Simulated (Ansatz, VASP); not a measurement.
## IrSe4 in VASP and in Ansatz

```xyz
5
Lattice="3.7295 -4.0228 0.0000 3.7295 4.0228 0.0000 0.0000 0.0000 3.5674" Properties=species:S:1:pos:R:3 pbc="T T T"
Ir    0.0000    0.0000    0.0000
Se    3.7295   -1.6009    0.0000
Se    3.7295    1.6009    0.0000
Se    5.6828    0.0000    1.7837
Se    1.7762    0.0000    1.7837
```

Change from the starting cell: ordered vacancies on the cation sites of rutile (Cmmm, No. 65).

Alike in both runs: functional PBE; k mesh 4 × 4 × 4; occupations gaussian, width 0.1 eV; collinear spin.

Ansatz relaxed the structure, and its values are those at the end. VASP's run is a single point on that final structure, the one shown.

|  | VASP | Ansatz |
| --- | --- | --- |
| version | VASP 6.6.1 | Ansatz 0.2.0 |
| potentials or method | VASP PAW PBE potentials, release 64 (Ir, Se), cutoff 520 eV | scalar-relativistic, plane waves, PAW |
| valence electrons in the cell | 33 | 81 |

|  | VASP | Ansatz | Ansatz less VASP |
| --- | --- | --- | --- |
| gap on the k mesh at the Fermi level (eV) | none | none | - |
| pressure (GPa) | 0.1 | 0.0 | -0.16 |
| rms of the force components (eV/Å) | 0.019 | 0.001 | -0.0181 |
| net moment per atom (μB) | 0.00 | 0.00 | 0.000 |

A gap of «none» marks a metal or a gap that the smearing closes. With one functional, cell and mesh, what is left measures potentials, basis and numerics. VASP's potentials hold 33 valence electrons a cell and Ansatz's 81, so a difference there can come from the potentials and not from the codes. Ansatz's warnings: seeded moment not kept.

The k mesh is coarse, so the values compare programs but aren't converged. Spin-orbit coupling is off throughout.
